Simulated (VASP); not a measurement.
# TePb (I-4m2) in VASP: a series of runs

Aim: see how the results for TePb move with the level of theory and the settings. Levels: PBE, r2SCAN. Tasks: single point.

Everything below comes from runs of VASP 6.6.1. Logs are shortened: lines on timing, memory, paths and dates and some standing lists are left out, and cuts for length are marked.

## 1. The cell of the first run

It takes space group I-4m2 (No. 119, tetragonal). Conventional cell: a = 4.904 Å, b = 4.904 Å, c = 7.862 Å, α = 90.00°, β = 90.00°, γ = 90.00°. Pb (site symmetry -4m2) has 4 Te at 3.14 Å within 4.1 Å. Within 4.1 Å of Te (site symmetry -4m2) lie 4 Pb at 3.14 Å.

## 2. Single point, PBE (epitaxial xy strain -4.8%)

Input file INCAR:

```
PREC = Accurate ; ENCUT = 500
EDIFF = 1E-6 ; ISMEAR = -1
SIGMA = 0.02 ; LREAL = F
LASPH = T ; NELM = 120
ALGO = Normal ; ISIF = 2
LWAVE = F ; LCHARG = F
GGA = PE ; NBANDS = 17
GGA_COMPAT = F
```

Input file KPOINTS:

```
Automatic mesh
0
Gamma
  6 6 6
```

Input file POSCAR:

```
TePb
1.0
    0.0000000000      3.4677948021      3.9312208247
    3.4677948021      0.0000000000      3.9312208247
    3.4677948021      3.4677948021      0.0000000000
Pb Te
1 1
Direct
    0.0000000000      0.0000000000      0.0000000000
    0.2500000000      0.2500000000      0.2500000000
```

Potentials or basis: VASP PAW PBE potentials, release 64 (Pb_d, Te).

Command:

```bash
$ cat potpaw_PBE.64/Pb_d/POTCAR potpaw_PBE.64/Te/POTCAR > POTCAR
$ mpirun -np 1 vasp_std > vasp.out
```

OUTCAR:

```text
PREC = Accurate
   ENCUT = 500
   EDIFF = 1E-6
   ISMEAR = -1
   LREAL = F
   LASPH = T
   NELM = 120
   ISIF = 2
   GGA = PE

 ion  position               nearest neighbor table
   1  0.000  0.000  0.000-   2 3.14   2 3.14   2 3.14   2 3.14
   2  0.250  0.250  0.250-   1 3.14   1 3.14   1 3.14   1 3.14

  LATTYP: Found a body centered tetragonal cell.
 ALAT       =     4.9042024407
 C/A-ratio  =     1.6032049542

  Lattice vectors:

 A1 = (  -3.4677948021,   0.0000000000,   3.9312208247)
 A2 = (   3.4677948021,   0.0000000000,   3.9312208247)
 A3 = (   0.0000000000,   3.4677948021,  -3.9312208247)

Analysis of symmetry for initial positions (statically):
=====================================================================
 Subroutine PRICEL returns:
 Original cell was already a primitive cell.

 Routine SETGRP: Setting up the symmetry group for a
 body centered tetragonal supercell.

 Subroutine GETGRP returns: Found  8 space group operations
 (whereof  8 operations were pure point group operations)
 out of a pool of 16 trial point group operations.

The static configuration has the point symmetry D_2d.

Analysis of symmetry for dynamics (positions and initial velocities):
=====================================================================
 Subroutine PRICEL returns:
 Original cell was already a primitive cell.

 Routine SETGRP: Setting up the symmetry group for a
 body centered tetragonal supercell.

 Subroutine GETGRP returns: Found  8 space group operations
 (whereof  8 operations were pure point group operations)
 out of a pool of 16 trial point group operations.

The dynamic configuration has the point symmetry D_2d.

 Subroutine INISYM returns: Found  8 space group operations
 (whereof  8 operations are pure point group operations),
 and found     1 'primitive' translations

----------------------------------------------------------------------------------------

                                     Primitive cell

  volume of cell :      94.5506

  direct lattice vectors                    reciprocal lattice vectors
     0.000000000  3.467794802  3.931220825    -0.144183848  0.144183848  0.127186953
     3.467794802  0.000000000  3.931220825     0.144183848 -0.144183848  0.127186953
     3.467794802  3.467794802  0.000000000     0.144183848  0.144183848 -0.127186953

  length of vectors
     5.242146313  5.242146313  4.904202441     0.240321629  0.240321629  0.240321629

  position of ions in fractional coordinates (direct lattice)
     0.000000000  0.000000000  0.000000000
     0.250000000  0.250000000  0.250000000

  ion indices of the primitive-cell ions
   primitive index   ion index
                 1           1
                 2           2

----------------------------------------------------------------------------------------

 KPOINTS: Automatic mesh

Automatic generation of k-mesh.
 Grid dimensions read from file:
 generate k-points for:    6    6    6

 Generating k-lattice:

  Cartesian coordinates                     Fractional coordinates (reciprocal lattice)
    -0.024030641  0.024030641  0.021197826     0.166666667  0.000000000  0.000000000
     0.024030641 -0.024030641  0.021197826     0.000000000  0.166666667  0.000000000
     0.024030641  0.024030641 -0.021197826     0.000000000  0.000000000  0.166666667

  Length of vectors
     0.040053605  0.040053605  0.040053605

  Shift w.r.t. Gamma in fractional coordinates (k-lattice)
     0.000000000  0.000000000  0.000000000

 Subroutine IBZKPT returns following result:
 ===========================================

 Found     30 irreducible k-points:

 Following reciprocal coordinates:
            Coordinates               Weight
  0.000000  0.000000  0.000000      1.000000
  0.166667  0.000000  0.000000      8.000000
  0.333333 -0.000000  0.000000      8.000000
  0.500000  0.000000  0.000000      4.000000
  0.166667  0.166667  0.000000      2.000000
  0.333333  0.166667  0.000000      8.000000
[... 16 lines left out ...]
  0.333333  0.000000  0.333333      4.000000
  0.500000  0.000000  0.333333     16.000000
 [... further k-points ...]
   k-points           NKPTS =     30   k-points in BZ     NKDIM =     30   number of bands    NBANDS=     17
   number of dos      NEDOS =    301   number of ions     NIONS =      2
   total plane-waves  NPLWV =  57600
   dimension x,y,z NGX =    40 NGY =   40 NGZ =   36
   dimension x,y,z NGXF=    80 NGYF=   80 NGZF=   72
   ions per type =               1   1
   NGX,Y,Z   is equivalent  to a cutoff of  12.69, 12.69, 12.20 a.u.
   NGXF,Y,Z  is equivalent  to a cutoff of  25.37, 25.37, 24.41 a.u.
 SYSTEM =  unknown system
   PREC   = accura    normal or accurate (medium, high low for compatibility)
   ISTART =      0    job   : 0-new  1-cont  2-samecut
   ICHARG =      2    charge: 1-file 2-atom 10-const
   ISPIN  =      1    spin polarized calculation?
   LNONCOLLINEAR =      F non collinear calculations
   LSORBIT =      F    spin-orbit coupling
[... 98 lines left out ...]
      3     -13.9880      2.00000
      4     -13.9817      2.00000
      5     -13.9577      2.00000
      6      -7.7515      2.00000
[... 9 lines left out ...]
     16      10.2565      0.00000
     17      10.8317      0.00000

 k-point     5 :       0.1667    0.1667    0.0000
  band No.  band energies     occupation
      1     -14.0163      2.00000
      2     -13.9863      2.00000
      3     -13.9863      2.00000
      4     -13.9840      2.00000
      5     -13.9605      2.00000
      6      -8.3087      2.00000
[... 9 lines left out ...]
     16      10.9801      0.00000
     17      11.7679      0.00000

 k-point     6 :       0.3333    0.1667    0.0000
  band No.  band energies     occupation
      1     -14.0177      2.00000
      2     -13.9866      2.00000
      3     -13.9856      2.00000
      4     -13.9826      2.00000
      5     -13.9600      2.00000
      6      -8.0211      2.00000
[... 9 lines left out ...]
     16      10.6157      0.00000
     17      11.4018      0.00000

 k-point     7 :       0.5000    0.1667    0.0000
  band No.  band energies     occupation
      1     -14.0155      2.00000
      2     -13.9901      2.00000
      3     -13.9865      2.00000
      4     -13.9813      2.00000
      5     -13.9586      2.00000
      6      -7.6949      2.00000
[... 9 lines left out ...]
     16      10.4156      0.00000
     17      10.4764      0.00000

 k-point     8 :      -0.3333    0.1667    0.0000
  band No.  band energies     occupation
      1     -14.0110      2.00000
      2     -13.9940      2.00000
      3     -13.9870      2.00000
      4     -13.9827      2.00000
      5     -13.9580      2.00000
      6      -7.7588      2.00000
[... 9 lines left out ...]
     16      10.1686      0.00000
     17      11.1193      0.00000
[... 203 lines left out ...]
      1     -14.0186      2.00000
      2     -13.9871      2.00000
      3     -13.9842      2.00000
      4     -13.9822      2.00000
      5     -13.9596      2.00000
      6      -7.7217      2.00000
[... 9 lines left out ...]
     16      10.6333      0.00000
     17      11.6257      0.00000

 k-point    20 :      -0.3333    0.3333    0.1667
  band No.  band energies     occupation
      1     -14.0152      2.00000
      2     -13.9906      2.00000
      3     -13.9859      2.00000
      4     -13.9817      2.00000
      5     -13.9584      2.00000
      6      -7.5016      2.00000
[... 9 lines left out ...]
     16      10.3565      0.00000
     17      11.4413      0.00000

 k-point    21 :      -0.1667    0.3333    0.1667
  band No.  band energies     occupation
      1     -14.0097      2.00000
      2     -13.9954      2.00000
      3     -13.9869      2.00000
      4     -13.9830      2.00000
      5     -13.9577      2.00000
      6      -7.6730      2.00000
[... 9 lines left out ...]
     16      10.9476      0.00000
     17      11.5288      0.00000

 k-point    22 :      -0.3333    0.5000    0.1667
  band No.  band energies     occupation
      1     -14.0216      2.00000
      2     -13.9848      2.00000
      3     -13.9843      2.00000
      4     -13.9803      2.00000
      5     -13.9598      2.00000
      6      -7.4276      2.00000
[... 9 lines left out ...]
     16      11.1262      0.00000
     17      11.4381      0.00000

 k-point    23 :       0.3333    0.0000    0.3333
  band No.  band energies     occupation
      1     -14.0047      2.00000
      2     -13.9998      2.00000
      3     -13.9875      2.00000
      4     -13.9839      2.00000
      5     -13.9573      2.00000
      6      -7.7504      2.00000
[... 9 lines left out ...]
     16      11.0838      0.00000
     17      12.0973      0.00000

 k-point    24 :       0.5000    0.0000    0.3333
  band No.  band energies     occupation
      1     -14.0085      2.00000
      2     -13.9963      2.00000
      3     -13.9880      2.00000
      4     -13.9831      2.00000
      5     -13.9567      2.00000
      6      -7.4658      2.00000
[... 9 lines left out ...]
     16      11.0203      0.00000
     17      12.2298      0.00000

 [... further k-points ...]

------------------------ aborting loop because EDIFF is reached ----------------------------------------

  FORCE on cell =-STRESS in cart. coord.  units (eV):
  Direction    XX          YY          ZZ          XY          YZ          ZX
  --------------------------------------------------------------------------------------
  -------------------------------------------------------------------------------------
  Total        0.5445961      0.5445961      0.3166840      0.0000000      0.0000000     -0.0000000
  in kB        9.2282825      9.2282825      5.3662697      0.0000000      0.0000000     -0.0000000
  external PRESSURE =       7.9409449 kB  Pullay stress =       0.0000000 kB

 VOLUME and BASIS-vectors are now :
 -----------------------------------------------------------------------------
  energy-cutoff  :      500.00
  volume of cell :       94.55
      direct lattice vectors                 reciprocal lattice vectors
     0.000000000  3.467794802  3.931220825    -0.144183848  0.144183848  0.127186953
     3.467794802  0.000000000  3.931220825     0.144183848 -0.144183848  0.127186953
     3.467794802  3.467794802  0.000000000     0.144183848  0.144183848 -0.127186953

 POSITION                                       TOTAL-FORCE (eV/Angst)
 -----------------------------------------------------------------------------------
      0.00000      0.00000      0.00000        -0.000000     -0.000000      0.000000
      1.73390      1.73390      1.96561         0.000000      0.000000      0.000000
 -----------------------------------------------------------------------------------
    total drift:                               -0.000001     -0.000001      0.000001

  FREE ENERGIE OF THE ION-ELECTRON SYSTEM (eV)
  ---------------------------------------------------
  free  energy   TOTEN  =        -7.1252719931 eV

  energy  without entropy=       -7.1252701648  energy(sigma->0) =       -7.12527108
```

Wall time 26 s (1 thread of Intel Xeon Platinum 8488C (Sapphire Rapids), shared host); peak memory 0.24 GiB.

Results:

```yaml
Free_energy: -7.1253 eV
Pressure: 0.8 GPa
Band_gap_on_the_k_mesh: 0.34 eV, indirect (least direct gap 1.17 eV)
```

Stress tensor (GPa, compression positive):
```
0.92 0.00 0.00
0.00 0.92 0.00
0.00 0.00 0.54
```

Levels at points of the mesh, in eV from the valence-band top:
```tsv
k point	band 8	band 9	band 10	band 11	band 12	band 13
(0.00, 0.00, 0.00)	-1.94	-1.38	-1.38	1.35	1.35	1.73
(0.50, 0.00, 0.00)	-2.39	-2.08	-1.85	2.21	2.32	3.61
(0.50, 0.50, 0.00)	-2.52	-2.52	-0.43	0.74	4.20	4.20
(0.50, 0.00, 0.50)	-2.95	-2.93	-0.84	0.34	4.14	4.35
```

Caveat: the cell differs from its parent crystal (epitaxial xy strain -4.8%); spin-orbit coupling is left out, which moves the levels of the heavy elements. A k mesh can miss the band edges.

## 3. Single point, PBE (biaxial xy strain +6.0%)

Input file INCAR:

```
SYSTEM = TePb
ALGO = Normal ; EDIFF = 1E-6
ENCUT = 500 ; GGA = PE
GGA_COMPAT = .FALSE. ; ISIF = 2
ISMEAR = -1 ; LASPH = .TRUE.
LCHARG = .TRUE. ; LELF = .TRUE.
LREAL = .FALSE. ; LVHAR = .TRUE.
LWAVE = .FALSE. ; NBANDS = 17
NELM = 120 ; PREC = Accurate
SIGMA = 0.02
```

Input file KPOINTS:

```
k-points
0
G
  6 6 6
  0 0 0
```

Input file POSCAR:

```
TePb
1.0
    0.0000000000      3.8588912651      3.6414940692
    3.8588912651      0.0000000000      3.6414940692
    3.8588912651      3.8588912651      0.0000000000
Pb Te
1 1
Direct
    0.0000000000      0.0000000000      0.0000000000
    0.2500000000      0.2500000000      0.2500000000
```

Potentials or basis: VASP PAW PBE potentials, release 64 (Pb_d, Te).

Command:

```bash
$ cat potpaw_PBE.64/Pb_d/POTCAR potpaw_PBE.64/Te/POTCAR > POTCAR
$ mpirun -np 1 vasp_std > vasp.out
```

Wall time 36 s (1 thread of Intel Xeon Platinum 8488C (Sapphire Rapids), shared host); peak memory 0.25 GiB.

Results (log left out):

```
Free energy            : -7.0786 eV
Pressure               : -2.0 GPa
Band gap on the k mesh : 0.77 eV, indirect (least direct gap 1.25 eV)
```

Stress tensor (GPa, compression positive):
```
-2.09  0.00  0.00
 0.00 -2.09  0.00
 0.00  0.00 -1.69
```

Levels at points of the mesh, in eV from the valence-band top:
| k point | band 7 | band 8 | band 9 | band 10 | band 11 | band 12 | band 13 | band 14 |
| --- | --- | --- | --- | --- | --- | --- | --- | --- |
| (0.00, 0.00, 0.00) | -6.46 | -1.17 | -1.17 | -0.99 | 1.58 | 1.74 | 1.74 | 4.24 |
| (0.50, 0.00, 0.00) | -7.63 | -1.67 | -1.60 | -1.48 | 2.40 | 2.41 | 3.38 | 5.97 |
| (0.50, 0.50, 0.00) | -7.98 | -2.25 | -2.25 | -0.48 | 0.77 | 4.12 | 4.12 | 5.78 |
| (0.50, 0.00, 0.50) | -8.04 | -2.09 | -2.08 | -0.37 | 0.88 | 3.95 | 4.04 | 5.61 |

Caveat: the cell differs from its parent crystal (biaxial xy strain +6.0%); spin-orbit coupling is left out, which moves the levels of the heavy elements. A k mesh can miss the band edges.

## 4. Single point, r2SCAN (epitaxial xy strain -4.8%)

Input file POSCAR:

```
TePb
1.0
    0.0000000000      3.4677948021      3.9312208247
    3.4677948021      0.0000000000      3.9312208247
    3.4677948021      3.4677948021      0.0000000000
Pb Te
1 1
Direct
    0.0000000000      0.0000000000      0.0000000000
    0.2500000000      0.2500000000      0.2500000000
```

Input file INCAR.step1:

```
SYSTEM = TePb
  PREC = Accurate
  ENCUT = 550
  ISMEAR = 0
  SIGMA = 0.01
  LREAL = .FALSE.
  LASPH = .TRUE.
  NELM = 120
  NBANDS = 17
  GGA = PE
  ALGO = Normal
  EDIFF = 1E-5
  LWAVE = .TRUE.
  LCHARG = .FALSE.
  GGA_COMPAT = .FALSE.
```

Input file INCAR.step2:

```
SYSTEM = TePb
  PREC = Accurate
  ENCUT = 550
  EDIFF = 1E-6
  ISMEAR = 0
  SIGMA = 0.01
  LREAL = .FALSE.
  LASPH = .TRUE.
  NELM = 120
  ALGO = Normal
  ISIF = 2
  LWAVE = .FALSE.
  LCHARG = .FALSE.
  METAGGA = R2SCAN
  LMIXTAU = .TRUE.
  NBANDS = 17
  ISTART = 1
  GGA_COMPAT = .FALSE.
```

Input file KPOINTS:

```
Automatic mesh
0
G
  6 6 6
  0 0 0
```

Command:

```bash
$ cat potpaw_PBE.64/Pb_d/POTCAR potpaw_PBE.64/Te/POTCAR > POTCAR
$ cp INCAR.step1 INCAR
$ mpirun -np 1 vasp_std > vasp.out
$ cp INCAR.step2 INCAR
$ mpirun -np 1 vasp_std > vasp.out
```

Wall time 1.9 min (1 thread of Intel Xeon Platinum 8488C (Sapphire Rapids), shared host); peak memory 0.28 GiB.

The run converged. Its results:

```yaml
Free_energy: -82.2024 eV
Pressure: 0.3 GPa
Band_gap_on_the_k_mesh: 0.48 eV, indirect (least direct gap 1.37 eV)
```

Stress tensor (GPa, compression positive):
```
0.40 0.00 0.00
0.00 0.40 0.00
0.00 0.00 0.03
```

Levels at points of the mesh, in eV from the valence-band top:
| k point | band 8 | band 9 | band 10 | band 11 | band 12 | band 13 |
| --- | --- | --- | --- | --- | --- | --- |
| (0.00, 0.00, 0.00) | -2.07 | -1.49 | -1.49 | 1.52 | 1.52 | 1.93 |
| (0.50, 0.00, 0.00) | -2.53 | -2.13 | -1.97 | 2.41 | 2.52 | 3.90 |
| (0.50, 0.50, 0.00) | -2.66 | -2.66 | -0.44 | 0.92 | 4.51 | 4.51 |
| (0.50, 0.00, 0.50) | -3.10 | -3.08 | -0.88 | 0.48 | 4.44 | 4.65 |

Caveat: the cell differs from its parent crystal (epitaxial xy strain -4.8%); the PAW data sets were made with another functional, which shifts forces and pressure a little; spin-orbit coupling is left out, which moves the levels of the heavy elements. A k mesh can miss the band edges.

## 5. Single point, r2SCAN (biaxial xy strain +6.0%)

Input file POSCAR:

```
TePb
1.0
    0.0000000000      3.8588912651      3.6414940692
    3.8588912651      0.0000000000      3.6414940692
    3.8588912651      3.8588912651      0.0000000000
Pb Te
1 1
Direct
    0.0000000000      0.0000000000      0.0000000000
    0.2500000000      0.2500000000      0.2500000000
```

Input file INCAR.step1:

```
SYSTEM = TePb
ALGO = Normal ; EDIFF = 1E-5
ENCUT = 550 ; GGA = PE
GGA_COMPAT = .FALSE. ; ISMEAR = 0
LASPH = .TRUE. ; LCHARG = .FALSE.
LREAL = .FALSE. ; LWAVE = .TRUE.
NBANDS = 17 ; NELM = 120
PREC = Accurate ; SIGMA = 0.01
```

Input file INCAR.step2:

```
SYSTEM = TePb
ALGO = Normal ; EDIFF = 1E-6
ENCUT = 550 ; GGA_COMPAT = .FALSE.
ISIF = 2 ; ISMEAR = 0
ISTART = 1 ; LASPH = .TRUE.
LCHARG = .FALSE. ; LMIXTAU = .TRUE.
LREAL = .FALSE. ; LWAVE = .FALSE.
METAGGA = R2SCAN ; NBANDS = 17
NELM = 120 ; PREC = Accurate
SIGMA = 0.01
```

Input file KPOINTS:

```
k-points
0
G
  6 6 6
  0 0 0
```

Command:

```bash
$ cat potpaw_PBE.64/Pb_d/POTCAR potpaw_PBE.64/Te/POTCAR > POTCAR
$ cp INCAR.step1 INCAR
$ mpirun -np 1 vasp_std > vasp.out
$ cp INCAR.step2 INCAR
$ mpirun -np 1 vasp_std > vasp.out
```

It took 2.4 min on 1 thread of Intel Xeon Platinum 8488C (Sapphire Rapids), shared host; peak memory 0.31 GiB.

The run converged. Its results:

- Free energy: -82.1103 eV
- Pressure: -2.5 GPa
- Band gap on the k mesh: 0.93 eV, indirect (least direct gap 1.44 eV)

Stress tensor (GPa, compression positive):
```
-2.61  0.00  0.00
 0.00 -2.61  0.00
 0.00  0.00 -2.22
```

Levels at points of the mesh, in eV from the valence-band top:
| k point | band 8 | band 9 | band 10 | band 11 | band 12 | band 13 |
| --- | --- | --- | --- | --- | --- | --- |
| (0.00, 0.00, 0.00) | -1.26 | -1.26 | -1.06 | 1.77 | 1.95 | 1.95 |
| (0.50, 0.00, 0.00) | -1.77 | -1.63 | -1.56 | 2.63 | 2.63 | 3.66 |
| (0.50, 0.50, 0.00) | -2.36 | -2.36 | -0.51 | 0.93 | 4.44 | 4.44 |
| (0.50, 0.00, 0.50) | -2.19 | -2.18 | -0.39 | 1.06 | 4.26 | 4.35 |

Caveat: the cell differs from its parent crystal (biaxial xy strain +6.0%); the PAW data sets were made with another functional, which shifts forces and pressure a little; spin-orbit coupling is left out, which moves the levels of the heavy elements. A k mesh can miss the band edges.

## 6. Summary

| level | cell | cutoff (eV) | smearing | gap on the mesh (eV) | pressure (GPa) |
| --- | --- | --- | --- | --- | --- |
| PBE | a = 5.242, b = 5.242, c = 4.904 Å, angles 62.1, 62.1, 55.8°, 2 atoms | 500 | fermi-dirac 0.02 eV | 0.34 | 0.8 |
| PBE | a = 5.306, b = 5.306, c = 5.457 Å, angles 59.1, 59.1, 61.9°, 2 atoms | 500 | fermi-dirac 0.02 eV | 0.77 | -2.0 |
| r2SCAN | a = 5.242, b = 5.242, c = 4.904 Å, angles 62.1, 62.1, 55.8°, 2 atoms | 550 | gaussian 0.01 eV | 0.48 | 0.3 |
| r2SCAN | a = 5.306, b = 5.306, c = 5.457 Å, angles 59.1, 59.1, 61.9°, 2 atoms | 550 | gaussian 0.01 eV | 0.93 | -2.5 |

Alike in all rows: task single point; potentials or basis VASP PAW PBE potentials, release 64 (Pb_d, Te); no spin polarisation; k mesh 6 × 6 × 6.

Caveats: spin-orbit coupling is left out, which moves the levels of the heavy elements; the PAW data sets were made with another functional, which shifts forces and pressure a little (some runs).

Total energies depend on the potentials used, so only differences within one code and one set of settings carry meaning.
